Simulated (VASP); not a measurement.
Input of a VASP 6.6.1 run:

The input INCAR:

```
  PREC = Accurate
  ENCUT = 520
  EDIFF = 1E-6
  ISMEAR = 0
  SIGMA = 0.01
  LREAL = False
  LASPH = True
  NELM = 60
  ALGO = Normal
  ISIF = 2
  LWAVE = False
  LCHARG = True
  GGA = PE
  LELF = True
  LVHAR = True
  NBANDS = 27
```

File KPOINTS:

```
regular mesh
0
Gamma
  6 6 6
```

POSCAR

```
KTaO3
1.0
    3.9901309710      0.0000000000      0.0000000000
    0.0000000000      3.9901309710      0.0000000000
    0.0000000000      0.0000000000      3.9901309710
K Ta O
1 1 3
Direct
    0.5000000000      0.5000000000      0.5000000000
    0.0000000000      0.0000000000      0.0000000000
    0.5000000000      0.0000000000      0.0000000000
    0.0000000000      0.5000000000      0.0000000000
    0.0000000000      0.0000000000      0.5000000000
```

Potentials or basis: VASP PAW PBE potentials, release 64 (K_sv, Ta_pv, O).

The run is started by

```sh
$ cat potpaw_PBE.64/K_sv/POTCAR potpaw_PBE.64/Ta_pv/POTCAR potpaw_PBE.64/O/POTCAR > POTCAR
$ mpirun -np 1 vasp_std > vasp.out
```

(1) What does it give for the band gap on the k mesh?

(2) What does it give for the pressure?

Answers

(1) 2.17 eV, indirect (least direct gap 2.79 eV).

(2) 5.8 GPa.

Caveat: spin-orbit coupling is left out, which moves the levels of the heavy elements.
